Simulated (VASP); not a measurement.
Wanted: the native input for a VASP 6.6.1 run.

```yaml
Task: single point
Functional: PBEsol
Potentials_or_basis: VASP PAW PBE potentials, release 64 (Se)
Cutoff: 520 eV
k_mesh: 9 × 9 × 11
Occupations: fermi-dirac, width 0.1 eV
Spin: no spin polarisation
Dipole_correction: no
Further_INCAR_settings: ALGO = Normal; EDIFF = 1e-06; NBANDS = 16
```

The structure of Se lies in POSCAR:

```
Se
1.0
    4.4811691787      0.0000000000      0.0000000000
   -2.2405845893      3.8808063474      0.0000000000
    0.0000000000      0.0000000000      3.0025435776
Se
3
Direct
    0.0000000000      0.0000000000      0.0000000000
    0.3333333333      0.6666666667      0.5000000000
    0.6666666667      0.3333333333      0.5000000000
```

This cell differs from its parent crystal: volume scaled by 0.88.

The input as run:

INCAR

```
SYSTEM = Se
ALGO     = Normal         ! electronic algorithm
EDIFF    = 1E-6           ! SCF threshold, eV
ENCUT    = 520            ! plane-wave cutoff, eV
GGA      = PS             ! functional
ISIF     = 2              ! what is computed and relaxed
ISMEAR   = -1             ! smearing method
LASPH    = .TRUE.         ! aspherical terms in the spheres
LCHARG   = .FALSE.        ! write CHGCAR
LREAL    = .FALSE.        ! projectors in reciprocal space
LWAVE    = .FALSE.        ! write WAVECAR
NBANDS   = 16             ! bands
NELM     = 100            ! most SCF steps
PREC     = Accurate       ! precision mode
SIGMA    = 0.1            ! smearing width, eV
```

KPOINTS

```
k-points
0
G
  9 9 11
  0 0 0
```

Potentials or basis: VASP PAW PBE potentials, release 64 (Se).

Run with:

```sh
$ cat potpaw_PBE.64/Se/POTCAR > POTCAR
$ mpirun -np 1 vasp_std > vasp.out
```

Results of the run:

```
Pressure               : 14.1 GPa
Band gap on the k mesh : zero (band 9 reaches 10.35 eV, above the bottom of band 10 at 5.01 eV)
```

Caveat: the PAW data sets were made with another functional, which shifts forces and pressure a little.

Wall time 29 s on 1 thread of Intel Xeon 6975P-C, with other jobs on the host, peak memory 0.2 GiB.
